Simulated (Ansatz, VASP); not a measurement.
Two plane-wave programs on HfB

```
Hf B
1.0
     0.00000    2.31000    2.31000
     2.31000    0.00000    2.31000
     2.31000    2.31000    0.00000
Hf B
1 1
Cartesian
  2.3100 2.3100 2.3100
  0.0000 0.0000 0.0000
```

Alike in both runs: task relaxation of cell and atoms; functional RPBE; dispersion D4; k mesh 10 × 10 × 10; occupations fermi-dirac, width 0.05 eV; no spin polarisation.

|  | VASP | Ansatz |
| --- | --- | --- |
| version | VASP 6.6.1 | Ansatz 0.2.0 |
| potentials or method | VASP PAW PBE potentials, release 64 (Hf_pv, B) | Ansatz PAW |
| plane-wave cutoff (eV) | 600 | 420 |
| valence electrons in the cell | 13 | 29 |

|  | VASP | Ansatz | Ansatz less VASP |
| --- | --- | --- | --- |
| gap on the k mesh at the Fermi level, each at its own relaxed structure (eV) | none | none | - |
| relaxed volume (Å³/atom) | 13.79 | 13.77 | -0.019 |
| relaxed cell length with the largest relative difference (Å) | 3.392 | 3.390 | -0.0016 |

VASP's potentials were made for PBE, not for RPBE. A gap of «none» marks a metal or a gap that the smearing closes. VASP's potentials hold 13 valence electrons a cell and Ansatz's 29, so a difference there can come from the potentials and not from the codes.

Neither program's run includes spin-orbit coupling. Noted on Ansatz's run: the plane-wave basis is chosen anew once the cell has moved, so the energies of steps on either side of that aren't comparable.
